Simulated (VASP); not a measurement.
# Sc2Si2Se (P-3m1) in VASP: relaxation of cell and atoms with PBE

Aim: the relaxation of cell and atoms of Sc2Si2Se with PBE.

Everything below comes from runs of VASP 6.6.1. Logs are shortened: lines on timing, memory, paths and dates and some standing lists are left out, and cuts for length are marked.

### Step 1. The cell of the first run

It takes space group P-3m1 (No. 164, trigonal). Conventional cell: a = 3.737 Å, b = 3.737 Å, c = 7.928 Å, α = 90.00°, β = 90.00°, γ = 120.00°. Sc (site symmetry 3m) has 3 Se at 2.72 Å and 4 Si at 2.80 to 2.84 Å and 9 Sc at 3.74 to 3.94 Å within 4.0 Å. Si (site symmetry 3m) has 3 Si at 2.40 Å and 4 Sc at 2.80 to 2.84 Å within 3.2 Å. Se (site symmetry -3m) has 6 Sc at 2.72 Å and 6 Se at 3.74 Å within 3.8 Å.

The cell was generated, and may not be a known phase.

### Step 2. Relaxation of cell and atoms, PBE

INCAR

```
SYSTEM = Sc2Si2Se
  PREC = Accurate
  ENCUT = 600
  EDIFF = 1E-6
  ISMEAR = 0
  SIGMA = 0.1
  LREAL = .FALSE.
  LASPH = .TRUE.
  NELM = 80
  ALGO = Normal
  ISIF = 3
  LWAVE = .FALSE.
  LCHARG = .FALSE.
  GGA = PE
  IBRION = 2
  NSW = 100
  EDIFFG = -0.01
```

KPOINTS

```
regular mesh
0
G
  12 12 6
  0 0 0
```

POSCAR

```
Sc2Si2Se
1.0
    3.7369782344      0.0000000000      0.0000000000
   -1.8684891172      3.2363180843      0.0000000000
    0.0000000000      0.0000000000      7.9283490679
Sc Si Se
2 2 1
Direct
    0.6666666667      0.3333333333      0.7919405989
    0.3333333333      0.6666666667      0.2080594011
    0.6666666667      0.3333333333      0.4334326971
    0.3333333333      0.6666666667      0.5665673029
    0.0000000000      0.0000000000      0.0000000000
```

Potentials or basis: VASP PAW PBE potentials, release 64 (Sc_sv, Si, Se).

The run is started by

```
$ cat potpaw_PBE.64/Sc_sv/POTCAR potpaw_PBE.64/Si/POTCAR potpaw_PBE.64/Se/POTCAR > POTCAR
$ mpirun -np 1 vasp_std > vasp.out
```

OUTCAR:

```text
SYSTEM = Sc2Si2Se
   PREC = Accurate
   ENCUT = 600
   EDIFF = 1E-6
   ISMEAR = 0
   LREAL = .FALSE.
   LASPH = .TRUE.
   NELM = 80
   ISIF = 3
   GGA = PE
   IBRION = 2
   NSW = 100
   EDIFFG = -0.01

 ion  position               nearest neighbor table
   1  0.667  0.333  0.792-   5 2.72   5 2.72   5 2.72   4 2.80   4 2.80   4 2.80   3 2.84
   2  0.333  0.667  0.208-   5 2.72   5 2.72   5 2.72   3 2.80   3 2.80   3 2.80   4 2.84
   3  0.667  0.333  0.433-   4 2.40   4 2.40   4 2.40   2 2.80   2 2.80   2 2.80   1 2.84
   4  0.333  0.667  0.567-   3 2.40   3 2.40   3 2.40   1 2.80   1 2.80   1 2.80   2 2.84
   5  0.000  0.000  0.000-   1 2.72   2 2.72   2 2.72   1 2.72   1 2.72   2 2.72

  LATTYP: Found a hexagonal cell.
 ALAT       =     3.7369782344
 C/A-ratio  =     2.1215935900

  Lattice vectors:

 A1 = (   3.7369782344,   0.0000000000,   0.0000000000)
 A2 = (  -1.8684891172,   3.2363180843,   0.0000000000)
 A3 = (   0.0000000000,   0.0000000000,   7.9283490679)

Analysis of symmetry for initial positions (statically):
=====================================================================
 Subroutine PRICEL returns:
 Original cell was already a primitive cell.

 Routine SETGRP: Setting up the symmetry group for a
 hexagonal supercell.

 Subroutine GETGRP returns: Found 12 space group operations
 (whereof 12 operations were pure point group operations)
 out of a pool of 24 trial point group operations.

The static configuration has the point symmetry D_3d.

Analysis of symmetry for dynamics (positions and initial velocities):
=====================================================================
 Subroutine PRICEL returns:
 Original cell was already a primitive cell.

 Routine SETGRP: Setting up the symmetry group for a
 hexagonal supercell.

 Subroutine GETGRP returns: Found 12 space group operations
 (whereof 12 operations were pure point group operations)
 out of a pool of 24 trial point group operations.

The dynamic configuration has the point symmetry D_3d.

 Subroutine INISYM returns: Found 12 space group operations
 (whereof 12 operations are pure point group operations),
 and found     1 'primitive' translations

----------------------------------------------------------------------------------------

                                     Primitive cell

  volume of cell :      95.8859

  direct lattice vectors                    reciprocal lattice vectors
     3.736978234  0.000000000  0.000000000     0.267595886  0.154496557  0.000000000
[... 104 lines left out ...]
   NUPDOWN=      -1.0000    fix difference up-down
   EMIN   =  10.00;   EMAX   =-10.00  energy-range for DOS
   EFERMI =   0.00;   METHOD = LEGACY
   ISMEAR =     0;   SIGMA  =   0.10  broadening in eV -4-tet -1-fermi 0-gaus
   EFERMI_NEDOS =   21; number of points for ismear=-14 and -15
   IALGO  =     38    algorithm
   IMIX   =      4    mixing-type and parameters
     AMIX     =   0.40;   BMIX     =  1.00
     AMIX_MAG =   1.60;   BMIX_MAG =  1.00
  volume/ion in A,a.u.               =      19.18       129.41
  Fermi-wavevector in a.u.,A,eV,Ry     =   1.181021  2.231805 18.977539  1.394810
  Thomas-Fermi vector in A             =   2.317302
   LORBIT       =      0    0 simple, 1 ext, 2 COOP (PROOUT), +10 PAW based schemes
   GGA     = PE    functional components
   LHFCALC =     F    Hartree Fock is set to
   AEXX    =    0.0000 exact exchange contribution
   IVDW    =     0    specifies the selected vdW correction
   LEPSILON=     F    determine dielectric tensor
   LRPA    =     F    only Hartree local field effects (RPA)
 conjugate gradient relaxation of ions
 non-spin polarized calculation
 Gauss-broadening in eV      SIGMA  =   0.10
  energy-cutoff  :      600.00
  volume of cell :       95.89
 maximum number of plane-waves:      3277
 NGX is ok and might be reduce to    30
   NGX = 15   NGY = 15   NGZ = 31

--------------------------------------- Ionic step        1  -------------------------------------------

 number of electron      36.0000005 magnetization

 Free energy of the ion-electron system (eV)
  ---------------------------------------------------
  ext. energy  EPLUGINS =         0.00000000
  ---------------------------------------------------
  free energy    TOTEN  =       -31.80475981 eV

  energy without entropy =      -31.79524108  energy(sigma->0) =      -31.80000044

------------------------ aborting loop because EDIFF is reached ----------------------------------------

  FORCE on cell =-STRESS in cart. coord.  units (eV):
  Direction    XX          YY          ZZ          XY          YZ          ZX
  --------------------------------------------------------------------------------------
  -------------------------------------------------------------------------------------
  Total        0.0600660      0.0600660      0.1672209     -0.0000000     -0.0000000      0.0000000
  in kB        1.0036563      1.0036563      2.7941307     -0.0000000     -0.0000000      0.0000000
  external PRESSURE =       1.6004811 kB  Pullay stress =       0.0000000 kB
[... 221 lines left out ...]
--------------------------------------- Ionic step        7  -------------------------------------------

 number of electron      36.0000006 magnetization

 Free energy of the ion-electron system (eV)
  ---------------------------------------------------
  ext. energy  EPLUGINS =         0.00000000
  ---------------------------------------------------
  free energy    TOTEN  =       -31.80632207 eV

  energy without entropy =      -31.79769948  energy(sigma->0) =      -31.80201078

 E-fermi :   6.5955     XC(G=0): -10.3794

 val. band max:        6.5861532960   @ k =  -0.0833   0.2500   0.3333
 cond. band min:       6.6086081360   @ k =   0.0000   0.0000   0.3333
 fundamental gap:      0.0224548400
 Fermi energy:         6.5955219062

 k-point     1 :       0.0000    0.0000    0.0000
  band No.  band energies     occupation
      1     -43.3992      2.00000
      2     -43.3956      2.00000
      3     -22.1037      2.00000
      4     -22.0430      2.00000
      5     -22.0296      2.00000
      6     -22.0295      2.00000
[... 589 lines left out ...]
     21       7.3031      0.00000
     22       8.0856      0.00000

 [... further k-points ...]

------------------------ aborting loop because EDIFF is reached ----------------------------------------

  FORCE on cell =-STRESS in cart. coord.  units (eV):
  Direction    XX          YY          ZZ          XY          YZ          ZX
  --------------------------------------------------------------------------------------
  -------------------------------------------------------------------------------------
  Total        0.0020453      0.0020453      0.0146020      0.0000000      0.0000000      0.0000000
  in kB        0.0341332      0.0341332      0.2436832      0.0000000      0.0000000      0.0000000
  external PRESSURE =       0.1039832 kB  Pullay stress =       0.0000000 kB
[... 20 lines left out ...]
  FREE ENERGIE OF THE ION-ELECTRON SYSTEM (eV)
  ---------------------------------------------------
  free  energy   TOTEN  =       -31.8063220723 eV

  energy  without entropy=      -31.7976994824  energy(sigma->0) =      -31.80201078

 reached required accuracy - stopping structural energy minimisation
```

OSZICAR:

```text
N       E                     dE             d eps       ncg     rms          rms(c)
DAV:   1     0.529473901799E+03    0.52947E+03   -0.17717E+04  4400   0.179E+03
DAV:   2     0.288419359758E+02   -0.50063E+03   -0.49540E+03  6240   0.631E+02
DAV:   3    -0.320670878862E+02   -0.60909E+02   -0.59881E+02  7416   0.219E+02
DAV:   4    -0.350147258300E+02   -0.29476E+01   -0.28694E+01  7096   0.410E+01
[... 50 lines left out ...]
DAV:   1    -0.318063269678E+02   -0.26261E-04   -0.13984E-02  5020   0.232E+00    0.603E-02
DAV:   2    -0.318063500680E+02   -0.23100E-04   -0.10569E-03  7044   0.402E-01    0.367E-02
DAV:   3    -0.318063247650E+02    0.25303E-04   -0.36661E-05  7344   0.792E-02    0.127E-02
DAV:   4    -0.318063221162E+02    0.26488E-05   -0.66112E-06  6114   0.280E-02    0.224E-03
DAV:   5    -0.318063220723E+02    0.43841E-07   -0.34327E-07  3694   0.750E-03
   7 F= -.31806322E+02 E0= -.31802011E+02  d E =-.135751E-03
```

Wall time 6.6 min (1 thread of AMD EPYC 9R45 (Zen 5), shared host); peak memory 0.41 GiB.

What came out:

| Quantity | Value |
| --- | --- |
| Free energy | -31.8063 eV |
| Relaxed volume | 19.20 Å³/atom |
| Relaxed cell | a = 3.741 Å, b = 3.741 Å, c = 7.919 Å, α = 90.00°, β = 90.00°, γ = 120.00° |
| Space group after relaxing (to 0.1 Å) | P-3m1 (No. 164) |
| Energy gained by relaxing | 0.3 meV/atom |
| Ionic steps | 7 |
| Pressure after relaxing | 0.0 GPa |
| Largest force after relaxing | 0.006 eV/Å |
| Band gap on the k mesh | zero (bands 18 and 19 overlap by 0.74 eV) |

Forces in eV/Å, atoms in the order of the input:
```
Sc   0.000  0.000  0.002
Sc   0.000  0.000 -0.002
Si   0.000  0.000 -0.006
Si   0.000  0.000  0.006
Se   0.000  0.000  0.000
```

The path:
```tsv
step	energy change (eV)	largest force (eV/Å)	pressure (GPa)	volume (Å³)
1	0.0000	0.1130	0.16	95.89
2	-0.0010	0.0486	-0.12	96.15
3	-0.0011	0.0312	-0.19	96.22
4	-0.0014	0.0150	0.03	95.99
5	-0.0014	0.0186	0.05	95.96
6	-0.0015	0.0107	0.03	95.99
7	-0.0016	0.0056	0.01	96.01
```

Final structure:
```xyz
5
Lattice="3.7415 0.0000 0.0000 -1.8707 3.2402 0.0000 0.0000 0.0000 7.9192" Properties=species:S:1:pos:R:3 pbc="T T T"
Sc    1.8707    1.0801    6.2844
Sc    0.0000    2.1601    1.6348
Si    1.8707    1.0801    3.4356
Si    0.0000    2.1601    4.4836
Se    0.0000    0.0000    0.0000
```

The gap in the log of VASP goes by the Fermi energy; the results here count the filled bands.